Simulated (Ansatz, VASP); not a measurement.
**Two plane-wave programs on Na**

INCAR

```
SYSTEM = Na
  PREC = Accurate
  ENCUT = 520
  EDIFF = 1E-6
  ISMEAR = -1
  SIGMA = 0.1
  LREAL = .False.
  LASPH = .True.
  NELM = 80
  ALGO = Normal
  ISIF = 2
  LWAVE = .False.
  LCHARG = .False.
  GGA = RP
  NBANDS = 10
```

The input KPOINTS:

```
regular mesh
0
Gamma
  17 17 17
  0 0 0
```

The input POSCAR:

```
Na
1.0
   -2.0847664725      2.0847664725      2.0847664725
    2.0847664725     -2.0847664725      2.0847664725
    2.0847664725      2.0847664725     -2.0847664725
Na
1
Direct
    0.0000000000      0.0000000000      0.0000000000
```

Input for Ansatz:

```yaml
crystal:
  lattice:
    - [-2.0847664733, 2.0847664733, 2.0847664733]
    - [2.0847664733, -2.0847664733, 2.0847664733]
    - [2.0847664733, 2.0847664733, -2.0847664733]
  atoms:
    - { symbol: Na, position: [0.0, 0.0, 0.0] }
hamiltonian:
  xc: rpbe
  pseudopotentials:
    kind: paw
    azcp:
      Na: "pseudopotentials/Na.paw.azcp"
basis:
  ecutwfc: 420
  fft_grid_basis: typed
kpoints:
  mp_grid: { grid: [17, 17, 17], shift: [0, 0, 0] }
magnetization:
  spin_polarized: false
scf:
  occupations: { method: fermi_dirac, width: 0.1 }
output:
  stress: true
```

Alike in both runs: task single point; functional RPBE; k mesh 17 × 17 × 17; occupations fermi-dirac, width 0.1 eV; no spin polarisation.

|  | VASP | Ansatz |
| --- | --- | --- |
| version | VASP 6.6.1 | Ansatz 0.2.0 |
| potentials or method | VASP PAW PBE potentials, release 64 (Na_pv), cutoff 520 eV | plane waves (420 eV) with PAW, scalar-relativistic |
| valence electrons in the cell | 7 | 9 |

|  | VASP | Ansatz | Ansatz less VASP |
| --- | --- | --- | --- |
| pressure (GPa) | 0.7 | 0.7 | 0.00 |

VASP's potentials were made for PBE, not for RPBE. VASP's potentials hold 7 valence electrons a cell and Ansatz's 9, so a difference there can come from the potentials and not from the codes.
